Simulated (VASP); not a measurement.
OsCl3, 4 atoms in the cell. The structure is cubic, space group Pm-3m (No. 221). The conventional cell has a = 4.912 Å, b = 4.912 Å, c = 4.912 Å, α = 90.00°, β = 90.00°, γ = 90.00°. Within 3.2 Å of Os (site symmetry m-3m) lie 6 Cl at 2.46 Å. Within 3.2 Å of Cl (site symmetry 4/mmm) lie 2 Os at 2.46 Å. 

| Item | Value |
| --- | --- |
| Program | VASP 6.6.1 |
| Task | single point |
| Functional | PBE |
| Potentials or basis | VASP PAW PBE potentials, release 64 (Os, Cl) |
| Cutoff | 600 eV |
| k mesh | 4 × 4 × 4 |
| Occupations | gaussian, width 0.05 eV |
| Spin | collinear spin |
| Starting moments | [5.0, 0.0, 0.0, 0.0] μB |
| Hubbard terms | Os d U = 1.0 eV |
| Dipole correction | no |
| Further INCAR settings | ALGO = Normal; EDIFF = 1e-06; NBANDS = 26 |

Potentials or basis: VASP PAW PBE potentials, release 64 (Os, Cl).

The run is started by

```bash
$ cat potpaw_PBE.64/Os/POTCAR potpaw_PBE.64/Cl/POTCAR > POTCAR
$ mpirun -np 1 vasp_std > vasp.out
```

Hardware: 1 thread of Intel Xeon 8259CL, on a shared host.

Task: Estimate the wall time of this run.

Result: It took 120 s on 1 thread of Intel Xeon 8259CL (shared host), peak memory 0.31 GiB. Counts: scf iterations 16, k points 10.
